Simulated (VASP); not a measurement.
# ScHg (P4/mmm) in VASP: further runs

Runs on ScHg. Level: LDA. Tasks: single point.

Program: VASP 6.6.1. These are calculated values, not measurements. Logs are shortened: lines on timing, memory, paths and dates and some standing lists are left out, and cuts for length are marked.

**1. The cell of the first run**

The structure is tetragonal, space group P4/mmm (No. 123). Conventional cell: a = 3.480 Å, b = 3.480 Å, c = 3.410 Å, α = 90.00°, β = 90.00°, γ = 90.00°. Sc (site symmetry 4/mmm) has 8 Hg at 2.99 Å and 6 Sc at 3.41 to 3.48 Å within 3.9 Å. Within 3.9 Å of Hg (site symmetry 4/mmm) lie 8 Sc at 2.99 Å and 6 Hg at 3.41 to 3.48 Å.

**2. Single point, LDA (strain -0.0200 x Voigt [0, 0, 1, 0, 0, 0])**

Input file INCAR:

```
ALGO     = Fast           # electronic algorithm
EDIFF    = 1E-6           # SCF threshold, eV
ENCUT    = 520            # plane-wave cutoff, eV
GGA      = CA             # functional
ISIF     = 2              # what is computed and relaxed
ISMEAR   = 0              # smearing method
LASPH    = True           # aspherical terms in the spheres
LCHARG   = False          # write CHGCAR
LREAL    = False          # projectors in reciprocal space
LWAVE    = False          # write WAVECAR
NBANDS   = 18             # bands
NELM     = 100            # most SCF steps
PREC     = Accurate       # precision mode
SIGMA    = 0.15           # smearing width, eV
```

Input file KPOINTS:

```
k-points
0
Gamma
  14 14 14
```

Input file POSCAR:

```
ScHg
1.0
    3.4800000000      0.0000000000      0.0000000000
    0.0000000000      3.4800000000      0.0000000000
    0.0000000000      0.0000000000      3.4104000000
Sc Hg
1 1
Direct
    0.5000000000      0.5000000000      0.5000000000
    0.0000000000      0.0000000000      0.0000000000
```

Potentials or basis: VASP PAW LDA potentials, release 64 (Sc_sv, Hg).

Command:

```sh
$ cat potpaw_LDA.64/Sc_sv/POTCAR potpaw_LDA.64/Hg/POTCAR > POTCAR
$ mpirun -np 1 vasp_std > vasp.out
```

OUTCAR:

```text
EDIFF = 1E-6
   ENCUT = 520
   GGA = CA
   ISIF = 2
   ISMEAR = 0
   LASPH = True
   LREAL = False
   NELM = 100
   PREC = Accurate

 ion  position               nearest neighbor table
   1  0.500  0.500  0.500-   2 2.99   2 2.99   2 2.99   2 2.99   2 2.99   2 2.99   2 2.99   2 2.99

   2  0.000  0.000  0.000-   1 2.99   1 2.99   1 2.99   1 2.99   1 2.99   1 2.99   1 2.99   1 2.99

  LATTYP: Found a simple tetragonal cell.
 ALAT       =     3.4800000000
 C/A-ratio  =     0.9800000000

  Lattice vectors:

 A1 = (   3.4800000000,   0.0000000000,   0.0000000000)
 A2 = (   0.0000000000,   3.4800000000,   0.0000000000)
 A3 = (   0.0000000000,   0.0000000000,   3.4104000000)

Analysis of symmetry for initial positions (statically):
=====================================================================
 Subroutine PRICEL returns:
 Original cell was already a primitive cell.

 Routine SETGRP: Setting up the symmetry group for a
 simple tetragonal supercell.

 Subroutine GETGRP returns: Found 16 space group operations
 (whereof 16 operations were pure point group operations)
 out of a pool of 16 trial point group operations.

The static configuration has the point symmetry D_4h.

Analysis of symmetry for dynamics (positions and initial velocities):
=====================================================================
 Subroutine PRICEL returns:
 Original cell was already a primitive cell.

 Routine SETGRP: Setting up the symmetry group for a
 simple tetragonal supercell.

 Subroutine GETGRP returns: Found 16 space group operations
 (whereof 16 operations were pure point group operations)
 out of a pool of 16 trial point group operations.

The dynamic configuration has the point symmetry D_4h.

 Subroutine INISYM returns: Found 16 space group operations
 (whereof 16 operations are pure point group operations),
 and found     1 'primitive' translations

----------------------------------------------------------------------------------------

                                     Primitive cell

  volume of cell :      41.3013

  direct lattice vectors                    reciprocal lattice vectors
     3.480000000  0.000000000  0.000000000     0.287356322  0.000000000  0.000000000
     0.000000000  3.480000000  0.000000000     0.000000000  0.287356322  0.000000000
     0.000000000  0.000000000  3.410400000     0.000000000  0.000000000  0.293220737

  length of vectors
     3.480000000  3.480000000  3.410400000     0.287356322  0.287356322  0.293220737

  position of ions in fractional coordinates (direct lattice)
     0.500000000  0.500000000  0.500000000
     0.000000000  0.000000000  0.000000000

  ion indices of the primitive-cell ions
   primitive index   ion index
                 1           1
                 2           2

----------------------------------------------------------------------------------------

 KPOINTS: k-points

Automatic generation of k-mesh.
 Grid dimensions read from file:
 generate k-points for:   14   14   14

 Generating k-lattice:

  Cartesian coordinates                     Fractional coordinates (reciprocal lattice)
     0.020525452  0.000000000  0.000000000     0.071428571  0.000000000  0.000000000
     0.000000000  0.020525452  0.000000000     0.000000000  0.071428571  0.000000000
     0.000000000  0.000000000  0.020944338     0.000000000  0.000000000  0.071428571

  Length of vectors
     0.020525452  0.020525452  0.020944338

  Shift w.r.t. Gamma in fractional coordinates (k-lattice)
     0.000000000  0.000000000  0.000000000

 Subroutine IBZKPT returns following result:
 ===========================================

 Found    288 irreducible k-points:

 Following reciprocal coordinates:
            Coordinates               Weight
  0.000000  0.000000  0.000000      1.000000
  0.071429  0.000000  0.000000      4.000000
  0.142857  0.000000  0.000000      4.000000
  0.214286  0.000000  0.000000      4.000000
  0.285714  0.000000  0.000000      4.000000
  0.357143  0.000000  0.000000      4.000000
[... 16 lines left out ...]
  0.285714  0.214286  0.000000      8.000000
  0.357143  0.214286  0.000000      8.000000
 [... further k-points ...]
   k-points           NKPTS =    288   k-points in BZ     NKDIM =    288   number of bands    NBANDS=     18
   number of dos      NEDOS =    301   number of ions     NIONS =      2
   total plane-waves  NPLWV =  21952
   dimension x,y,z NGX =    28 NGY =   28 NGZ =   28
   dimension x,y,z NGXF=    56 NGYF=   56 NGZF=   56
   ions per type =               1   1
   NGX,Y,Z   is equivalent  to a cutoff of  13.38, 13.38, 13.65 a.u.
   NGXF,Y,Z  is equivalent  to a cutoff of  26.75, 26.75, 27.30 a.u.
 SYSTEM =  unknown system
   PREC   = accura    normal or accurate (medium, high low for compatibility)
   ISTART =      0    job   : 0-new  1-cont  2-samecut
   ICHARG =      2    charge: 1-file 2-atom 10-const
   ISPIN  =      1    spin polarized calculation?
   LNONCOLLINEAR =      F non collinear calculations
   LSORBIT =      F    spin-orbit coupling
   LASPH  =      T    aspherical Exc in radial PAW
   ENCUT  =  520.0 eV  38.22 Ry    6.18 a.u.   6.47  6.47  6.34*2*pi/ulx,y,z
   NELM   =    100;   NELMIN=  2; NELMDL= -5     # of ELM steps
   EDIFF  = 0.1E-05   stopping-criterion for ELM
   LREAL  =      F    real-space projection
   EDIFFG = 0.1E-04   stopping-criterion for IOM
   NSW    =      0    number of steps for IOM
   IBRION =     -1    ionic relax: 0-MD 1-quasi-New 2-CG
   NFREE  =      0    steps in history (QN), initial steepest desc. (CG)
   ISIF   =      2    stress and relaxation
   ISYM   =      2    0-nonsym 1-usesym 2-fastsym
   POTIM  = 0.5000    time-step for ionic-motion
   TEBEG  =    0.0;   TEEND  =   0.0 temperature during run
   PSTRESS=    0.0 pullay stress
   NELECT =      23.0000    total number of electrons
   NUPDOWN=      -1.0000    fix difference up-down
   EMIN   =  10.00;   EMAX   =-10.00  energy-range for DOS
   EFERMI =   0.00;   METHOD = LEGACY
   ISMEAR =     0;   SIGMA  =   0.15  broadening in eV -4-tet -1-fermi 0-gaus
   EFERMI_NEDOS =   21; number of points for ismear=-14 and -15
   IALGO  =     68    algorithm
   IMIX   =      4    mixing-type and parameters
     AMIX     =   0.40;   BMIX     =  1.00
     AMIX_MAG =   1.60;   BMIX_MAG =  1.00
  volume/ion in A,a.u.               =      20.65       139.36
  Fermi-wavevector in a.u.,A,eV,Ry     =   1.346882  2.545238 24.682203  1.814091
  Thomas-Fermi vector in A             =   2.474678
   LORBIT       =      0    0 simple, 1 ext, 2 COOP (PROOUT), +10 PAW based schemes
   GGA     = CA    functional components
   LHFCALC =     F    Hartree Fock is set to
   AEXX    =    0.0000 exact exchange contribution
   IVDW    =     0    specifies the selected vdW correction
   LEPSILON=     F    determine dielectric tensor
   LRPA    =     F    only Hartree local field effects (RPA)
 non-spin polarized calculation
 RMM-DIIS sequential band-by-band and
 Gauss-broadening in eV      SIGMA  =   0.15
  energy-cutoff  :      520.00
  volume of cell :       41.30
 maximum number of plane-waves:      1140
 NGX is ok and might be reduce to    28
   NGX = 13   NGY = 13   NGZ = 13

 number of electron      22.9999997 magnetization

 Free energy of the ion-electron system (eV)
  ---------------------------------------------------
  ext. energy  EPLUGINS =         0.00000000
  ---------------------------------------------------
  free energy    TOTEN  =        -8.85635207 eV

  energy without entropy =       -8.83008299  energy(sigma->0) =       -8.84321753

 E-fermi :   4.5186     XC(G=0): -11.4155

 val. band max:        4.5166871345   @ k =   0.2857   0.2143   0.0714
 cond. band min:       4.5190408442   @ k =   0.0000   0.0000   0.4286
 fundamental gap:      0.0023537097
 Fermi energy:         4.5185640900

 k-point     1 :       0.0000    0.0000    0.0000
  band No.  band energies     occupation
      1     -44.8956      2.00000
      2     -23.8149      2.00000
      3     -23.8149      2.00000
      4     -23.7961      2.00000
      5      -4.1901      2.00000
      6      -3.5941      2.00000
[... 10 lines left out ...]
     17       9.3975      0.00000
     18       9.9124      0.00000

 k-point     2 :       0.0714    0.0000    0.0000
  band No.  band energies     occupation
      1     -44.8951      2.00000
      2     -23.8215      2.00000
      3     -23.8145      2.00000
      4     -23.7957      2.00000
      5      -4.1170      2.00000
      6      -3.5809      2.00000
[... 10 lines left out ...]
     17       9.6611      0.00000
     18      10.1476      0.00000

 k-point     3 :       0.1429    0.0000    0.0000
  band No.  band energies     occupation
      1     -44.8937      2.00000
      2     -23.8402      2.00000
      3     -23.8134      2.00000
      4     -23.7945      2.00000
      5      -3.9187      2.00000
      6      -3.5514      2.00000
[... 10 lines left out ...]
     17      10.3052      0.00000
     18      10.7491      0.00000

 k-point     4 :       0.2143    0.0000    0.0000
  band No.  band energies     occupation
      1     -44.8916      2.00000
      2     -23.8670      2.00000
      3     -23.8118      2.00000
      4     -23.7930      2.00000
      5      -3.6855      2.00000
      6      -3.5093      2.00000
[... 375 lines left out ...]
      4     -23.7891      2.00000
      5      -3.5251      2.00000
      6      -3.1407      2.00000
[... 10 lines left out ...]
     17       9.0552      0.00000
     18      12.5243      0.00000

 k-point    23 :       0.2857    0.2143    0.0000
  band No.  band energies     occupation
      1     -44.8855      2.00000
      2     -23.8901      2.00000
      3     -23.8579      2.00000
      4     -23.7868      2.00000
      5      -3.4822      2.00000
      6      -3.1660      2.00000
[... 10 lines left out ...]
     17       9.4476      0.00000
     18      13.1864      0.00000

 k-point    24 :       0.3571    0.2143    0.0000
  band No.  band energies     occupation
      1     -44.8835      2.00000
      2     -23.9151      2.00000
      3     -23.8554      2.00000
      4     -23.7848      2.00000
      5      -3.4465      2.00000
      6      -3.2035      2.00000
[... 10 lines left out ...]
     17      10.0156      0.00000
     18      13.9392      0.00000

 [... further k-points ...]
[... 5 lines left out ...]
  --------------------------------------------------------------------------------------
  -------------------------------------------------------------------------------------
  Total       -0.5453246     -0.5453246     -0.3826330      0.0000000     -0.0000000      0.0000000
  in kB      -21.1544568    -21.1544568    -14.8432565      0.0000000     -0.0000000      0.0000000
  external PRESSURE =     -19.0507234 kB  Pullay stress =       0.0000000 kB

 VOLUME and BASIS-vectors are now :
 -----------------------------------------------------------------------------
  energy-cutoff  :      520.00
  volume of cell :       41.30
      direct lattice vectors                 reciprocal lattice vectors
     3.480000000  0.000000000  0.000000000     0.287356322  0.000000000  0.000000000
     0.000000000  3.480000000  0.000000000     0.000000000  0.287356322  0.000000000
     0.000000000  0.000000000  3.410400000     0.000000000  0.000000000  0.293220737

 POSITION                                       TOTAL-FORCE (eV/Angst)
 -----------------------------------------------------------------------------------
      1.74000      1.74000      1.70520         0.000000      0.000000      0.000000
      0.00000      0.00000      0.00000         0.000000      0.000000      0.000000
 -----------------------------------------------------------------------------------
    total drift:                                0.000000      0.000000      0.000000

  FREE ENERGIE OF THE ION-ELECTRON SYSTEM (eV)
  ---------------------------------------------------
  free  energy   TOTEN  =        -8.8563520702 eV

  energy  without entropy=       -8.8300829898  energy(sigma->0) =       -8.84321753
```

Run time: 81 s. Hardware: 1 thread of Intel Xeon 6975P-C (Granite Rapids), shared host; peak memory 0.32 GiB.

Results:

```yaml
Free_energy: -8.8564 eV
Pressure: -1.9 GPa
Band_gap_on_the_k_mesh: zero (an odd number of electrons rules out a gap without spin polarisation)
```

Levels at points of the mesh, in eV from the Fermi level:
| k point | band 9 | band 10 | band 11 | band 12 | band 13 | band 14 | band 15 | band 16 |
| --- | --- | --- | --- | --- | --- | --- | --- | --- |
| (0.00, 0.00, 0.00) | -7.21 | -7.21 | 0.29 | 0.34 | 2.48 | 2.52 | 2.52 | 4.88 |
| (0.50, 0.00, 0.00) | -7.12 | -5.14 | -3.92 | -0.07 | 0.72 | 0.90 | 2.30 | 3.14 |
| (0.50, 0.50, 0.00) | -6.73 | -4.21 | -1.02 | -1.02 | 0.51 | 2.13 | 2.13 | 2.94 |
| (0.00, 0.00, 0.50) | -7.15 | -4.93 | -3.86 | -0.02 | 0.72 | 0.72 | 2.24 | 3.34 |
| (0.50, 0.00, 0.50) | -6.69 | -4.05 | -0.95 | -0.88 | 0.65 | 2.05 | 2.10 | 3.01 |
| (0.50, 0.50, 0.50) | -6.65 | -1.85 | -1.85 | -1.82 | -0.82 | 3.01 | 3.09 | 5.61 |

Caveat: the cell differs from its parent crystal (strain -0.0200 x Voigt [0, 0, 1, 0, 0, 0]); spin-orbit coupling is left out, which moves the levels of the heavy elements.

**3. Single point, LDA (strain -0.0100 x Voigt [0, 0, 1, 0, 0, 0])**

Input file INCAR:

```
  PREC = Accurate
  ENCUT = 520
  EDIFF = 1E-6
  ISMEAR = 0
  SIGMA = 0.15
  LREAL = False
  LASPH = True
  NELM = 100
  ALGO = Fast
  ISIF = 2
  LWAVE = False
  LCHARG = False
  GGA = CA
  NBANDS = 18
```

Input file KPOINTS:

```
Automatic mesh
0
Gamma
  14 14 14
```

POSCAR: that of step 2 with these lines changed.

```diff
@@ -4,3 +4,3 @@
     0.0000000000      3.4800000000      0.0000000000
-    0.0000000000      0.0000000000      3.4104000000
+    0.0000000000      0.0000000000      3.4452000000
 Sc Hg
```

Potentials or basis: VASP PAW LDA potentials, release 64 (Sc_sv, Hg).

Command:

```sh
$ cat potpaw_LDA.64/Sc_sv/POTCAR potpaw_LDA.64/Hg/POTCAR > POTCAR
$ mpirun -np 1 vasp_std > vasp.out
```

It took 81 s on 1 thread of Intel Xeon 6975P-C (Granite Rapids), shared host; peak memory 0.32 GiB.

The run converged. Its results:

```
Free energy            : -8.8512 eV
Pressure               : -2.8 GPa
Band gap on the k mesh : zero (an odd number of electrons rules out a gap without spin polarisation)
```

Stress tensor (GPa, compression positive):
```
-2.88  0.00  0.00
 0.00 -2.88  0.00
 0.00  0.00 -2.57
```

Levels at points of the mesh, in eV from the Fermi level:
| k point | band 8 | band 9 | band 10 | band 11 | band 12 | band 13 | band 14 | band 15 | band 16 | band 17 |
| --- | --- | --- | --- | --- | --- | --- | --- | --- | --- | --- |
| (0.00, 0.00, 0.00) | -7.21 | -7.19 | -7.19 | 0.30 | 0.32 | 2.46 | 2.48 | 2.48 | 4.92 | 4.92 |
| (0.50, 0.00, 0.00) | -7.40 | -7.11 | -5.09 | -3.88 | -0.05 | 0.75 | 0.84 | 2.26 | 3.13 | 10.21 |
| (0.50, 0.50, 0.00) | -7.52 | -6.70 | -4.15 | -0.98 | -0.98 | 0.54 | 2.08 | 2.08 | 2.92 | 4.26 |
| (0.00, 0.00, 0.50) | -7.43 | -7.12 | -4.99 | -3.85 | -0.03 | 0.74 | 0.74 | 2.23 | 3.23 | 10.11 |
| (0.50, 0.00, 0.50) | -7.55 | -6.68 | -4.07 | -0.95 | -0.91 | 0.61 | 2.04 | 2.06 | 2.96 | 4.26 |
| (0.50, 0.50, 0.50) | -6.67 | -6.65 | -1.81 | -1.81 | -1.80 | -0.86 | 2.99 | 3.03 | 5.56 | 5.60 |

Caveat: the cell differs from its parent crystal (strain -0.0100 x Voigt [0, 0, 1, 0, 0, 0]); spin-orbit coupling is left out, which moves the levels of the heavy elements.

**4. Single point, LDA (strain +0.0050 x Voigt [0, 0, 1, 0, 0, 0])**

Input file INCAR:

```
SYSTEM = ScHg
  ALGO = Fast
  EDIFF = 1E-6
  ENCUT = 520
  ISIF = 2
  ISMEAR = 0
  LASPH = .TRUE.
  LCHARG = .FALSE.
  LREAL = .FALSE.
  LWAVE = .FALSE.
  NBANDS = 18
  NELM = 80
  PREC = Accurate
  SIGMA = 0.15
```

Input file KPOINTS:

```
k-points
0
G
  14 14 14
  0 0 0
```

POSCAR: that of step 3 with these lines changed.

```diff
@@ -4,3 +4,3 @@
     0.0000000000      3.4800000000      0.0000000000
-    0.0000000000      0.0000000000      3.4452000000
+    0.0000000000      0.0000000000      3.4974000000
 Sc Hg
```

Command:

```sh
$ cat potpaw_LDA.64/Sc_sv/POTCAR potpaw_LDA.64/Hg/POTCAR > POTCAR
$ mpirun -np 1 vasp_std > vasp.out
```

It took 81 s on 1 thread of Intel Xeon 6975P-C (Granite Rapids), shared host; peak memory 0.33 GiB.

The run converged. Its results:

| Property | Result |
| --- | --- |
| Free energy | -8.8384 eV |
| Pressure | -4.0 GPa |
| Band gap on the k mesh | zero (an odd number of electrons rules out a gap without spin polarisation) |

Stress tensor (GPa, compression positive):
```
-3.93  0.00  0.00
 0.00 -3.93  0.00
 0.00  0.00 -4.08
```

Levels at points of the mesh, in eV from the Fermi level:
| k point | band 8 | band 9 | band 10 | band 11 | band 12 | band 13 | band 14 | band 15 | band 16 | band 17 |
| --- | --- | --- | --- | --- | --- | --- | --- | --- | --- | --- |
| (0.00, 0.00, 0.00) | -7.16 | -7.16 | -7.15 | 0.29 | 0.31 | 2.42 | 2.42 | 2.43 | 4.87 | 4.99 |
| (0.50, 0.00, 0.00) | -7.37 | -7.08 | -5.03 | -3.82 | -0.03 | 0.74 | 0.78 | 2.21 | 3.12 | 10.01 |
| (0.50, 0.50, 0.00) | -7.50 | -6.66 | -4.05 | -0.92 | -0.92 | 0.59 | 2.01 | 2.01 | 2.90 | 4.16 |
| (0.00, 0.00, 0.50) | -7.37 | -7.07 | -5.08 | -3.84 | -0.04 | 0.78 | 0.78 | 2.22 | 3.07 | 10.06 |
| (0.50, 0.00, 0.50) | -7.49 | -6.67 | -4.09 | -0.95 | -0.93 | 0.55 | 2.02 | 2.03 | 2.88 | 4.16 |
| (0.50, 0.50, 0.50) | -6.65 | -6.64 | -1.77 | -1.77 | -1.77 | -0.91 | 2.94 | 2.96 | 5.49 | 5.49 |

Caveat: the cell differs from its parent crystal (strain +0.0050 x Voigt [0, 0, 1, 0, 0, 0]); the cell stands under tension; spin-orbit coupling is left out, which moves the levels of the heavy elements.

(Part 1 of 2 ends here.)
